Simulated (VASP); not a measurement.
# InSb (F-43m) in VASP: notebook

InSb is run at these levels: LDA; tasks: single point, relaxation of cell and atoms.

All numbers are computed with VASP 6.6.1; they aren't measurements. Logs are shortened: lines on timing, memory, paths and dates and some standing lists are left out, and cuts for length are marked.

**What was measured.**

From “Electronic Structure and Epitaxy of CdTe Shells on InSb Nanowires”, 2021, arxiv:2111.05126, for a bulk crystal of InSb: band gap 0.24 eV.

The results are compared with them further down.

**1. The cell of the first run**

It takes space group F-43m (No. 216, cubic). The conventional cell has a = 6.450 Å, b = 6.450 Å, c = 6.450 Å, α = 90.00°, β = 90.00°, γ = 90.00°. Within 3.7 Å of In (site symmetry -43m) lie 4 Sb at 2.79 Å. Within 3.7 Å of Sb (site symmetry -43m) lie 4 In at 2.79 Å.

**2. Single point, LDA**

File INCAR:

```
SYSTEM = InSb
ALGO = Normal
EDIFF = 1E-7
ENCUT = 520
ISIF = 2
ISMEAR = 0
LASPH = .True.
LCHARG = .True.
LELF = .True.
LREAL = .False.
LVHAR = .True.
LWAVE = .False.
NBANDS = 16
NELM = 60
PREC = Accurate
SIGMA = 0.1
```

File KPOINTS:

```
k-points
0
Gamma
  12 12 12
  0 0 0
```

File POSCAR:

```
InSb
1.0
    0.0000000000      3.2250617361      3.2250617361
    3.2250617361      0.0000000000      3.2250617361
    3.2250617361      3.2250617361      0.0000000000
In Sb
1 1
Direct
    0.0000000000      0.0000000000      0.0000000000
    0.7500000000      0.7500000000      0.7500000000
```

Potentials or basis: VASP PAW LDA potentials, release 64 (In_d, Sb).

The run is started by

```
cat potpaw_LDA.64/In_d/POTCAR potpaw_LDA.64/Sb/POTCAR > POTCAR
mpirun -np 1 vasp_std > vasp.out
```

OUTCAR:

```text
SYSTEM = InSb
   EDIFF = 1E-7
   ENCUT = 520
   ISIF = 2
   ISMEAR = 0
   LASPH = .True.
   LREAL = .False.
   NELM = 60
   PREC = Accurate

 ion  position               nearest neighbor table
   1  0.000  0.000  0.000-   2 2.79   2 2.79   2 2.79   2 2.79
   2  0.750  0.750  0.750-   1 2.79   1 2.79   1 2.79   1 2.79

  LATTYP: Found a face centered cubic cell.
 ALAT       =     6.4501234722

  Lattice vectors:

 A1 = (   0.0000000000,   3.2250617361,   3.2250617361)
 A2 = (   3.2250617361,   0.0000000000,   3.2250617361)
 A3 = (   3.2250617361,   3.2250617361,   0.0000000000)

Analysis of symmetry for initial positions (statically):
=====================================================================
 Subroutine PRICEL returns:
 Original cell was already a primitive cell.

 Routine SETGRP: Setting up the symmetry group for a
 face centered cubic supercell.

 Subroutine GETGRP returns: Found 24 space group operations
 (whereof 24 operations were pure point group operations)
 out of a pool of 48 trial point group operations.

The static configuration has the point symmetry T_d .

Analysis of symmetry for dynamics (positions and initial velocities):
=====================================================================
 Subroutine PRICEL returns:
 Original cell was already a primitive cell.

 Routine SETGRP: Setting up the symmetry group for a
 face centered cubic supercell.

 Subroutine GETGRP returns: Found 24 space group operations
 (whereof 24 operations were pure point group operations)
 out of a pool of 48 trial point group operations.

The dynamic configuration has the point symmetry T_d .

 Subroutine INISYM returns: Found 24 space group operations
 (whereof 24 operations are pure point group operations),
 and found     1 'primitive' translations

----------------------------------------------------------------------------------------

                                     Primitive cell

  volume of cell :      67.0879

  direct lattice vectors                    reciprocal lattice vectors
     0.000000000  3.225061736  3.225061736    -0.155035792  0.155035792  0.155035792
     3.225061736  0.000000000  3.225061736     0.155035792 -0.155035792  0.155035792
     3.225061736  3.225061736  0.000000000     0.155035792  0.155035792 -0.155035792

  length of vectors
     4.560926047  4.560926047  4.560926047     0.268529868  0.268529868  0.268529868

  position of ions in fractional coordinates (direct lattice)
[... 74 lines left out ...]
   LNONCOLLINEAR =      F non collinear calculations
   LSORBIT =      F    spin-orbit coupling
   LASPH  =      T    aspherical Exc in radial PAW
   ENCUT  =  520.0 eV  38.22 Ry    6.18 a.u.   8.48  8.48  8.48*2*pi/ulx,y,z
   NELM   =     60;   NELMIN=  2; NELMDL= -5     # of ELM steps
   EDIFF  = 0.1E-06   stopping-criterion for ELM
   LREAL  =      F    real-space projection
   EDIFFG = 0.1E-05   stopping-criterion for IOM
   NSW    =      0    number of steps for IOM
   IBRION =     -1    ionic relax: 0-MD 1-quasi-New 2-CG
   NFREE  =      0    steps in history (QN), initial steepest desc. (CG)
   ISIF   =      2    stress and relaxation
   ISYM   =      2    0-nonsym 1-usesym 2-fastsym
   POTIM  = 0.5000    time-step for ionic-motion
   TEBEG  =    0.0;   TEEND  =   0.0 temperature during run
   PSTRESS=    0.0 pullay stress
   NELECT =      18.0000    total number of electrons
   NUPDOWN=      -1.0000    fix difference up-down
   EMIN   =  10.00;   EMAX   =-10.00  energy-range for DOS
   EFERMI =   0.00;   METHOD = LEGACY
   ISMEAR =     0;   SIGMA  =   0.10  broadening in eV -4-tet -1-fermi 0-gaus
   EFERMI_NEDOS =   21; number of points for ismear=-14 and -15
   IALGO  =     38    algorithm
   IMIX   =      4    mixing-type and parameters
     AMIX     =   0.40;   BMIX     =  1.00
     AMIX_MAG =   1.60;   BMIX_MAG =  1.00
  volume/ion in A,a.u.               =      33.54       226.37
  Fermi-wavevector in a.u.,A,eV,Ry     =   1.055887  1.995338 15.169113  1.114898
  Thomas-Fermi vector in A             =   2.191103
   LORBIT       =      0    0 simple, 1 ext, 2 COOP (PROOUT), +10 PAW based schemes
   GGA     = CA    functional components
   LHFCALC =     F    Hartree Fock is set to
   AEXX    =    0.0000 exact exchange contribution
   IVDW    =     0    specifies the selected vdW correction
   LEPSILON=     F    determine dielectric tensor
   LRPA    =     F    only Hartree local field effects (RPA)
 non-spin polarized calculation
 Gauss-broadening in eV      SIGMA  =   0.10
  energy-cutoff  :      520.00
  volume of cell :       67.09
 maximum number of plane-waves:      1828
 NGX is ok and might be reduce to    36
   NGX = 17   NGY = 17   NGZ = 17

 number of electron      17.9999996 magnetization

 Free energy of the ion-electron system (eV)
  ---------------------------------------------------
  ext. energy  EPLUGINS =         0.00000000
  ---------------------------------------------------
  free energy    TOTEN  =        -8.21673233 eV

  energy without entropy =       -8.21658966  energy(sigma->0) =       -8.21666100

 E-fermi :   5.0863     XC(G=0):  -9.0487

 val. band max:        5.0331031301   @ k =   0.0000   0.0000   0.0000
 cond. band min:       5.4776030267   @ k =   0.5000   0.0000   0.0000
 fundamental gap:      0.4444998967
 Fermi energy:         5.0862836524

 k-point     1 :       0.0000    0.0000    0.0000
  band No.  band energies     occupation
      1      -9.5543      2.00000
      2      -9.5543      2.00000
      3      -9.5543      2.00000
      4      -9.4632      2.00000
      5      -9.4632      2.00000
      6      -5.8256      2.00000
[... 433 lines left out ...]
      3      -9.5278      2.00000
      4      -9.4651      2.00000
      5      -9.4623      2.00000
      6      -4.2635      2.00000
[... 8 lines left out ...]
     15      13.2447      0.00000
     16      13.5237      0.00000

 [... further k-points ...]
[... 5 lines left out ...]
  --------------------------------------------------------------------------------------
  -------------------------------------------------------------------------------------
  Total        0.0347896      0.0347896      0.0347896      0.0000000      0.0000000     -0.0000000
  in kB        0.8308380      0.8308380      0.8308380      0.0000000      0.0000000     -0.0000000
  external PRESSURE =       0.8308380 kB  Pullay stress =       0.0000000 kB

 VOLUME and BASIS-vectors are now :
 -----------------------------------------------------------------------------
  energy-cutoff  :      520.00
  volume of cell :       67.09
      direct lattice vectors                 reciprocal lattice vectors
     0.000000000  3.225061736  3.225061736    -0.155035792  0.155035792  0.155035792
     3.225061736  0.000000000  3.225061736     0.155035792 -0.155035792  0.155035792
     3.225061736  3.225061736  0.000000000     0.155035792  0.155035792 -0.155035792

 POSITION                                       TOTAL-FORCE (eV/Angst)
 -----------------------------------------------------------------------------------
      0.00000      0.00000      0.00000        -0.000000      0.000000     -0.000000
      4.83759      4.83759      4.83759         0.000000     -0.000000      0.000000
 -----------------------------------------------------------------------------------
    total drift:                                0.000000      0.000000      0.000000

  FREE ENERGIE OF THE ION-ELECTRON SYSTEM (eV)
  ---------------------------------------------------
  free  energy   TOTEN  =        -8.2167323346 eV

  energy  without entropy=       -8.2165896621  energy(sigma->0) =       -8.21666100
```

OSZICAR:

```text
N       E                     dE             d eps       ncg     rms          rms(c)
DAV:   1     0.115717940658E+03    0.11572E+03   -0.78792E+03  2304   0.112E+03
DAV:   2    -0.828978159509E+00   -0.11655E+03   -0.11274E+03  2592   0.283E+02
DAV:   3    -0.815687193621E+01   -0.73279E+01   -0.73053E+01  2944   0.743E+01
DAV:   4    -0.836605435869E+01   -0.20918E+00   -0.20915E+00  2888   0.143E+01
DAV:   5    -0.837739280703E+01   -0.11338E-01   -0.11338E-01  3560   0.276E+00    0.441E+00
DAV:   6    -0.824952827461E+01    0.12786E+00   -0.15307E-01  3264   0.617E+00    0.249E+00
DAV:   7    -0.821835797385E+01    0.31170E-01   -0.68283E-02  3296   0.242E+00    0.545E-01
DAV:   8    -0.821665852644E+01    0.16994E-02   -0.70458E-03  3120   0.980E-01    0.316E-01
DAV:   9    -0.821674893207E+01   -0.90406E-04   -0.67590E-04  2896   0.229E-01    0.890E-02
DAV:  10    -0.821672879511E+01    0.20137E-04   -0.43725E-05  2688   0.494E-02    0.326E-02
DAV:  11    -0.821673245634E+01   -0.36612E-05   -0.98247E-06  2888   0.392E-02    0.220E-02
DAV:  12    -0.821673232860E+01    0.12774E-06   -0.68644E-07  3064   0.839E-03    0.561E-03
DAV:  13    -0.821673233458E+01   -0.59820E-08   -0.10638E-07  2392   0.330E-03
   1 F= -.82167323E+01 E0= -.82166610E+01  d E =-.142672E-03
```

It took 37 s on 1 thread of Intel Xeon Platinum 8559C (Emerald Rapids), shared host; peak memory 0.22 GiB.

What came out:

```yaml
Free_energy: -8.2167 eV
Pressure: 0.1 GPa
Band_gap_on_the_k_mesh: zero (filled and empty bands touch)
```

Levels at points of the mesh, in eV from the Fermi level:
| k point | band 6 | band 7 | band 8 | band 9 | band 10 | band 11 | band 12 | band 13 |
| --- | --- | --- | --- | --- | --- | --- | --- | --- |
| (0.00, 0.00, 0.00) | -10.91 | -0.34 | -0.05 | -0.05 | -0.05 | 2.85 | 2.85 | 2.85 |
| (0.50, 0.00, 0.00) | -9.51 | -5.79 | -1.09 | -1.09 | 0.39 | 3.72 | 3.72 | 5.88 |
| (0.50, 0.50, 0.00) | -8.88 | -6.09 | -2.37 | -2.37 | 1.17 | 1.19 | 8.07 | 8.07 |

Caveat: spin-orbit coupling is left out, which moves the levels of the heavy elements.

**3. Single point, LDA**

This run uses another cell than the first one, of 23.33 Å³/atom, 0.696 times its volume.

File INCAR:

```
ALGO = Normal ; EDIFF = 1E-6
ENCUT = 520 ; ISIF = 2
ISMEAR = -1 ; LASPH = T
LCHARG = T ; LELF = T
LREAL = F ; LVHAR = T
LWAVE = F ; NBANDS = 16
NELM = 60 ; PREC = Accurate
SIGMA = 0.15
```

File KPOINTS:

```
k-points
0
Gamma
  12 12 12
```

File POSCAR:

```
InSb
1.0
    0.0000000000      2.8575286973      2.8575286973
    2.8575286973      0.0000000000      2.8575286973
    2.8575286973      2.8575286973      0.0000000000
In Sb
1 1
Direct
    0.0000000000      0.0000000000      0.0000000000
    0.7500000000      0.7500000000      0.7500000000
```

Potentials or basis: VASP PAW LDA potentials, release 64 (In_d, Sb).

The run is started by

```
cat potpaw_LDA.64/In_d/POTCAR potpaw_LDA.64/Sb/POTCAR > POTCAR
mpirun -np 1 vasp_std > vasp.out
```

Run time: 72 s. Hardware: 1 thread of AMD EPYC 7R43 (Zen 3), shared host; peak memory 0.16 GiB.

It converged, with:

| Item | Value |
| --- | --- |
| Free energy | -6.3777 eV |
| Pressure | 40.4 GPa |
| Band gap on the k mesh | 0.33 eV, indirect (least direct gap 1.88 eV) |

Levels at points of the mesh, in eV from the valence-band top:
| k point | band 6 | band 7 | band 8 | band 9 | band 10 | band 11 | band 12 | band 13 |
| --- | --- | --- | --- | --- | --- | --- | --- | --- |
| (0.00, 0.00, 0.00) | -13.95 | 0.00 | 0.00 | 0.00 | 1.88 | 2.64 | 2.64 | 2.64 |
| (0.50, 0.00, 0.00) | -11.33 | -8.13 | -1.80 | -1.80 | 1.18 | 3.58 | 3.58 | 5.23 |
| (0.50, 0.50, 0.00) | -10.19 | -8.09 | -3.94 | -3.94 | 0.36 | 0.67 | 10.21 | 10.21 |

Caveat: spin-orbit coupling is left out, which moves the levels of the heavy elements. A k mesh can miss the band edges.

[end of part 1 of 2]
